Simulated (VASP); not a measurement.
Write the native input for VASP 6.6.1 that does the following.

```yaml
Task: relaxation of cell and atoms
Functional: LDA
Potentials_or_basis: VASP PAW LDA potentials, release 64 (Li_sv, H)
Cutoff: 600 eV
k_mesh: 10 × 10 × 10
Occupations: gaussian, width 0.02 eV
Spin: no spin polarisation
Dipole_correction: no
Further_INCAR_settings: ALGO = Normal; EDIFF = 1e-06; IBRION = 2; EDIFFG = -0.01; NSW = 80; ISIF = 3
```

The structure of LiH lies in POSCAR:

```
LiH
1.0
    0.0000000000      1.9556735388      1.9556735388
    1.9556735388      0.0000000000      1.9556735388
    1.9556735388      1.9556735388      0.0000000000
Li H
1 1
Direct
    0.0000000000      0.0000000000      0.0000000000
    0.5000000000      0.5000000000      0.5000000000
```

One way to write it, as run:

INCAR

```
PREC     = Accurate       # precision mode
ENCUT    = 600            # plane-wave cutoff, eV
EDIFF    = 1E-6           # SCF threshold, eV
ISMEAR   = 0              # smearing method
SIGMA    = 0.02           # smearing width, eV
LREAL    = F              # projectors in reciprocal space
LASPH    = T              # aspherical terms in the spheres
NELM     = 60             # most SCF steps
ALGO     = Normal         # electronic algorithm
ISIF     = 3              # what is computed and relaxed
LWAVE    = F              # write WAVECAR
LCHARG   = F              # write CHGCAR
IBRION   = 2              # ionic algorithm
NSW      = 80             # ionic steps
EDIFFG   = -0.01          # ionic threshold
```

KPOINTS

```
Automatic mesh
0
Gamma
  10 10 10
```

Potentials or basis: VASP PAW LDA potentials, release 64 (Li_sv, H).

Launch:

```bash
$ cat potpaw_LDA.64/Li_sv/POTCAR potpaw_LDA.64/H/POTCAR > POTCAR
$ mpirun -np 1 vasp_std > vasp.out
```

It gave:

```
Relaxed volume                         : 7.47 Å³/atom
Relaxed cell                           : a = 2.764 Å, b = 2.764 Å, c = 2.764 Å, α = 60.00°, β = 60.00°, γ = 60.00°
Space group after relaxing (to 0.05 Å) : Fm-3m (No. 225)
Energy gained by relaxing              : 0.0 meV/atom
Ionic steps                            : 2
Pressure after relaxing                : -0.2 GPa
Band gap on the k mesh                 : 2.53 eV, direct
```

Caveat: the cutoff is under 1.25 times the usual one of these potentials, so pressure, stress and relaxed cells hold a basis-set (Pulay) error.

Wall time 2.3 s on 1 thread of Intel(R) Xeon(R) 6975P-C (Granite Rapids), with other jobs on the host, peak memory 0.12 GiB.
